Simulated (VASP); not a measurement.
# Si10H5Cl in VASP: a series of runs

The runs below take Si10H5Cl through single point, with PBE.

All numbers are computed with VASP 6.6.1; they aren't measurements. Logs are shortened: lines on timing, memory, paths and dates and some standing lists are left out, and cuts for length are marked.

**1. The cell of the first run**

The cell holds a slab with vacuum, 32 atoms: a = 7.679 Å, b = 7.679 Å, c = 18.254 Å, α = 90.00°, β = 90.00°, γ = 90.00°.

**2. Single point, PBE**

Input file INCAR:

```
SYSTEM = Si10H5Cl
  ALGO = Normal
  EDIFF = 1E-6
  ENCUT = 520
  GGA = PE
  ISIF = 2
  ISMEAR = -1
  LASPH = .True.
  LCHARG = .True.
  LELF = .True.
  LREAL = Auto
  LVHAR = .True.
  LWAVE = .False.
  NBANDS = 74
  NELM = 60
  PREC = Accurate
  SIGMA = 0.02
```

Input file KPOINTS:

```
k-points
0
Gamma
  2 2 1
  0 0 0
```

Input file POSCAR:

```
Si10H5Cl
1.0
    7.6791800000      0.0000000000      0.0000000000
    0.0000000000      7.6791800000      0.0000000000
    0.0000000000      0.0000000000     18.2543620000
H Si Cl
10 20 2
Direct
    0.4093920184      0.0000000000      0.0547814270
    0.0906079816      0.0000000000      0.0547814270
    0.9093920184      0.0000000000      0.0547814270
    0.5906079816      0.0000000000      0.0547814270
    0.4093920184      0.5000000000      0.0547814270
    0.0906079816      0.5000000000      0.0547814270
    0.9093920184      0.5000000000      0.0547814270
    0.5906079816      0.5000000000      0.0547814270
    0.2447305572      0.4780193979      0.4708803299
    0.7447381101      0.4780360664      0.4708764952
    0.2500000000      0.0000000000      0.1021947521
    0.7500000000      0.0000000000      0.1021947521
    0.2500000000      0.5000000000      0.1021947521
    0.7500000000      0.5000000000      0.1021947521
    0.2409904443      0.2501445467      0.1733783410
    0.7409860167      0.2501449374      0.1733783958
    0.2461688618      0.7503423543      0.1793657867
    0.7461663876      0.7503406614      0.1793659510
   -0.0108064924      0.2521504900      0.2458964603
    0.4891931170      0.2521454114      0.2459000210
   -0.0053307775      0.7515562860      0.2566784312
    0.4946687016      0.7515561557      0.2566802389
   -0.0163753161      0.0129943562      0.3266102097
    0.4836268977      0.0129907099      0.3266156330
   -0.0053815642      0.4908486323      0.3266454341
    0.4946116643      0.4908477207      0.3266472967
    0.2285234882      0.0996469675      0.3931906248
    0.7285336455      0.0996592084      0.3931907344
    0.2444634714      0.4131377309      0.3933885501
    0.7444656851      0.4131506229      0.3933850441
    0.6522606580      1.0265778377      0.4995988904
    1.1522169034      1.0265740613      0.4995956583
```

Potentials or basis: VASP PAW PBE potentials, release 64 (H, Si, Cl).

On the command line:

```console
$ cat potpaw_PBE.64/H/POTCAR potpaw_PBE.64/Si/POTCAR potpaw_PBE.64/Cl/POTCAR > POTCAR
$ mpirun -np 1 vasp_std > vasp.out
```

OUTCAR:

```text
SYSTEM = Si10H5Cl
   EDIFF = 1E-6
   ENCUT = 520
   GGA = PE
   ISIF = 2
   ISMEAR = -1
   LASPH = .True.
   LREAL = Auto
   NELM = 60
   PREC = Accurate

 ion  position               nearest neighbor table
   1  0.409  0.000  0.055-  11 1.50
   2  0.091  0.000  0.055-  11 1.50
   3  0.909  0.000  0.055-  12 1.50
   4  0.591  0.000  0.055-  12 1.50
   5  0.409  0.500  0.055-  13 1.50
   6  0.091  0.500  0.055-  13 1.50
   7  0.909  0.500  0.055-  14 1.50
   8  0.591  0.500  0.055-  14 1.50
   9  0.245  0.478  0.471-  29 1.50
  10  0.745  0.478  0.471-  30 1.50
  11  0.250  0.000  0.102-   1 1.50   2 1.50  15 2.32  17 2.38
  12  0.750  0.000  0.102-   3 1.50   4 1.50  16 2.32  18 2.38
  13  0.250  0.500  0.102-   5 1.50   6 1.50  15 2.32  17 2.38
  14  0.750  0.500  0.102-   7 1.50   8 1.50  16 2.32  18 2.38
  15  0.241  0.250  0.173-  13 2.32  11 2.32  20 2.32  19 2.34
  16  0.741  0.250  0.173-  14 2.32  12 2.32  19 2.32  20 2.34
[... 12 lines left out ...]
  29  0.244  0.413  0.393-   9 1.50  25 2.35  26 2.35  27 2.41
  30  0.744  0.413  0.393-  10 1.50  26 2.35  25 2.35  28 2.41
  31  0.652  0.027  0.500-  28 2.10
  32  0.152  0.027  0.500-  27 2.10

  LATTYP: Found a simple tetragonal cell.
 ALAT       =     7.6791800000
 C/A-ratio  =     2.3771238596

  Lattice vectors:

 A1 = (   7.6791800000,   0.0000000000,   0.0000000000)
 A2 = (   0.0000000000,   7.6791800000,   0.0000000000)
 A3 = (   0.0000000000,   0.0000000000,  18.2543620000)

Analysis of symmetry for initial positions (statically):
=====================================================================
 Subroutine PRICEL returns:
 Original cell was already a primitive cell.

 Routine SETGRP: Setting up the symmetry group for a
 simple tetragonal supercell.

 Subroutine GETGRP returns: Found  1 space group operations
 (whereof  1 operations were pure point group operations)
 out of a pool of 16 trial point group operations.

The static configuration has the point symmetry C_1 .

Analysis of symmetry for dynamics (positions and initial velocities):
=====================================================================
 Subroutine PRICEL returns:
 Original cell was already a primitive cell.

 Routine SETGRP: Setting up the symmetry group for a
 simple tetragonal supercell.

 Subroutine GETGRP returns: Found  1 space group operations
[... 143 lines left out ...]
   LREAL  =      T    real-space projection
   EDIFFG = 0.1E-04   stopping-criterion for IOM
   NSW    =      0    number of steps for IOM
   IBRION =     -1    ionic relax: 0-MD 1-quasi-New 2-CG
   NFREE  =      0    steps in history (QN), initial steepest desc. (CG)
   ISIF   =      2    stress and relaxation
   ISYM   =      2    0-nonsym 1-usesym 2-fastsym
   POTIM  = 0.5000    time-step for ionic-motion
   TEBEG  =    0.0;   TEEND  =   0.0 temperature during run
   PSTRESS=    0.0 pullay stress
   NELECT =     104.0000    total number of electrons
   NUPDOWN=      -1.0000    fix difference up-down
   EMIN   =  10.00;   EMAX   =-10.00  energy-range for DOS
   EFERMI =   0.00;   METHOD = LEGACY
   ISMEAR =    -1;   SIGMA  =   0.02  broadening in eV -4-tet -1-fermi 0-gaus
   EFERMI_NEDOS =   21; number of points for ismear=-14 and -15
   IALGO  =     38    algorithm
   IMIX   =      4    mixing-type and parameters
     AMIX     =   0.40;   BMIX     =  1.00
     AMIX_MAG =   1.60;   BMIX_MAG =  1.00
  volume/ion in A,a.u.               =      33.64       227.01
  Fermi-wavevector in a.u.,A,eV,Ry     =   0.751197  1.419556  7.677725  0.564297
  Thomas-Fermi vector in A             =   1.848123
   LORBIT       =      0    0 simple, 1 ext, 2 COOP (PROOUT), +10 PAW based schemes
   GGA     = PE    functional components
   LHFCALC =     F    Hartree Fock is set to
   AEXX    =    0.0000 exact exchange contribution
   IVDW    =     0    specifies the selected vdW correction
   LEPSILON=     F    determine dielectric tensor
   LRPA    =     F    only Hartree local field effects (RPA)
 non-spin polarized calculation
  energy-cutoff  :      520.00
  volume of cell :     1076.46
 maximum number of plane-waves:     29043
 NGX is ok and might be reduce to    60
   NGX = 29   NGY = 29   NGZ = 67

 number of electron     104.0000002 magnetization

 Free energy of the ion-electron system (eV)
  ---------------------------------------------------
  ext. energy  EPLUGINS =         0.00000000
  ---------------------------------------------------
  free energy    TOTEN  =      -145.17598636 eV

  energy without entropy =     -145.17598636  energy(sigma->0) =     -145.17598636

 E-fermi :  -0.3298     XC(G=0):  -4.9627

 val. band max:       -0.8089058739   @ k =   0.0000   0.5000   0.0000
 cond. band min:       0.5442151951   @ k =   0.0000   0.0000   0.0000
 fundamental gap:      1.3531210690
 Fermi energy:        -0.3298069958

 k-point     1 :       0.0000    0.0000    0.0000
  band No.  band energies     occupation
      1     -16.2705      2.00000
      2     -16.1399      2.00000
      3     -11.9631      2.00000
      4     -10.8873      2.00000
      5     -10.1577      2.00000
      6     -10.0862      2.00000
[... 257 lines left out ...]
     63       3.0046      0.00000
     64       3.0046      0.00000
 [bands above 64 left out]

------------------------ aborting loop because EDIFF is reached ----------------------------------------

  FORCE on cell =-STRESS in cart. coord.  units (eV):
  Direction    XX          YY          ZZ          XY          YZ          ZX
  --------------------------------------------------------------------------------------
  -------------------------------------------------------------------------------------
  Total       16.3426607      1.7929273     -0.0604959     -1.1254177     -0.9872887      4.8750330
  in kB       24.3241119      2.6685596     -0.0900409     -1.6750508     -1.4694622      7.2559083
  external PRESSURE =       8.9675435 kB  Pullay stress =       0.0000000 kB

 VOLUME and BASIS-vectors are now :
 -----------------------------------------------------------------------------
  energy-cutoff  :      520.00
  volume of cell :     1076.46
      direct lattice vectors                 reciprocal lattice vectors
     7.679180000  0.000000000  0.000000000     0.130222237  0.000000000  0.000000000
     0.000000000  7.679180000  0.000000000     0.000000000  0.130222237  0.000000000
     0.000000000  0.000000000 18.254362000     0.000000000  0.000000000  0.054781427

 POSITION                                       TOTAL-FORCE (eV/Angst)
 -----------------------------------------------------------------------------------
      3.14379      0.00000      1.00000        -0.609006     -0.052139      0.038742
      0.69580      0.00000      1.00000         0.647052     -0.097925     -0.035697
      6.98338      0.00000      1.00000        -0.608998     -0.052134      0.038770
      4.53539      0.00000      1.00000         0.647050     -0.097934     -0.035708
      3.14379      3.83959      1.00000        -0.597658      0.052598      0.051375
      0.69580      3.83959      1.00000         0.652134      0.117637     -0.052739
[... 24 lines left out ...]
      5.00883      0.20410      9.11986         0.432797     -0.106138      0.029874
      1.16890      0.20407      9.11980         0.433044     -0.106201      0.029894
 -----------------------------------------------------------------------------------
    total drift:                               -0.014718     -0.002278      0.001385

  FREE ENERGIE OF THE ION-ELECTRON SYSTEM (eV)
  ---------------------------------------------------
  free  energy   TOTEN  =      -145.1759863580 eV

  energy  without entropy=     -145.1759863580  energy(sigma->0) =     -145.17598636
```

OSZICAR:

```text
N       E                     dE             d eps       ncg     rms          rms(c)
DAV:   1     0.493760856013E+03    0.49376E+03   -0.35330E+04   592   0.106E+03
DAV:   2    -0.841953624923E+02   -0.57796E+03   -0.55442E+03   820   0.190E+02
DAV:   3    -0.147588343477E+03   -0.63393E+02   -0.62430E+02   704   0.606E+01
[... 20 lines left out ...]
DAV:  24    -0.145175973117E+03   -0.16455E-04   -0.20175E-06   576   0.494E-03    0.979E-03
DAV:  25    -0.145175982538E+03   -0.94211E-05   -0.18921E-06   552   0.308E-03    0.103E-02
DAV:  26    -0.145175984037E+03   -0.14991E-05   -0.21428E-07   488   0.169E-03    0.430E-03
DAV:  27    -0.145175985651E+03   -0.16136E-05   -0.59024E-07   480   0.205E-03    0.755E-04
DAV:  28    -0.145175986358E+03   -0.70721E-06   -0.11067E-07   480   0.111E-03
   1 F= -.14517599E+03 E0= -.14517599E+03  d E =-.985529E-11
```

Wall time 12 min (1 thread of Intel Xeon Platinum 8259CL at 2.50GHz (Skylake/Cascade Lake), shared host); peak memory 1 GiB.

Results:

| Quantity | Value |
| --- | --- |
| Free energy | -145.1760 eV |
| Largest force | 0.665 eV/Å |
| Band gap on the k mesh | 1.35 eV |

Forces in eV/Å, atoms in the order of the input:
```
H   -0.609 -0.052  0.039
H    0.647 -0.098 -0.036
H   -0.609 -0.052  0.039
H    0.647 -0.098 -0.036
H   -0.598  0.053  0.051
H    0.652  0.118 -0.053
H   -0.598  0.053  0.051
H    0.652  0.118 -0.053
H   -0.017  0.003 -0.011
H   -0.017  0.002 -0.011
Si  -0.133 -0.228 -0.002
Si  -0.133 -0.228 -0.002
Si  -0.220  0.244  0.005
Si  -0.220  0.244  0.005
Si  -0.012 -0.010 -0.002
Si  -0.012 -0.010 -0.002
Si  -0.021  0.017 -0.002
Si  -0.021  0.017 -0.002
Si  -0.024  0.021 -0.011
Si  -0.024  0.021 -0.012
Si  -0.014 -0.003 -0.004
Si  -0.014 -0.003 -0.004
Si  -0.033  0.004  0.031
Si  -0.033  0.004  0.031
Si  -0.028  0.005 -0.027
Si  -0.028  0.005 -0.027
Si  -0.007  0.016 -0.011
Si  -0.007  0.016 -0.011
Si  -0.017  0.018  0.002
Si  -0.017  0.018  0.002
Cl   0.433 -0.106  0.030
Cl   0.433 -0.106  0.030
```

(Part 1 of 2 ends here.)
